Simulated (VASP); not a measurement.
Input of a VASP 6.6.1 run:

Contents of INCAR:

```
SYSTEM = Mg4Se3O
PREC = Accurate
ENCUT = 520
EDIFF = 1E-7
ISMEAR = 0
SIGMA = 0.01
LREAL = .False.
LASPH = .True.
NELM = 80
ALGO = Normal
ISIF = 2
LWAVE = .False.
LCHARG = .False.
GGA = PE
NBANDS = 26
```

Contents of KPOINTS:

```
Automatic mesh
0
Gamma
  6 6 6
  0 0 0
```

POSCAR

```
Mg4Se3O
1.0
   -2.8170420071      2.8170420071      5.4539503554
    2.8170420071     -2.8170420071      5.4539503554
    2.8170420071      2.8170420071     -5.4539503554
O Mg Se
1 4 3
Direct
    0.0000000000      0.0000000000      0.0000000000
    0.6838837435      0.6838837435      0.5832853305
    0.8994015870      0.3161162565      0.0000000000
    0.1005984130      0.1005984130      0.4167146695
    0.3161162565      0.8994015870      0.0000000000
    0.2500000000      0.7500000000      0.5000000000
    0.5000000000      0.5000000000      0.0000000000
    0.7500000000      0.2500000000      0.5000000000
```

Potentials or basis: VASP PAW PBE potentials, release 64 (O, Mg, Se).

Launch:

```sh
$ cat potpaw_PBE.64/O/POTCAR potpaw_PBE.64/Mg/POTCAR potpaw_PBE.64/Se/POTCAR > POTCAR
$ mpirun -np 1 vasp_std > vasp.out
```

(1) What does it give for the largest force?

(2) Predict the band gap on the k mesh.

(3) What does it give for the pressure?

Answers

(1) 0.010 eV/Å.

(2) 1.70 eV (least direct gap 1.76 eV).

(3) 1.3 GPa.
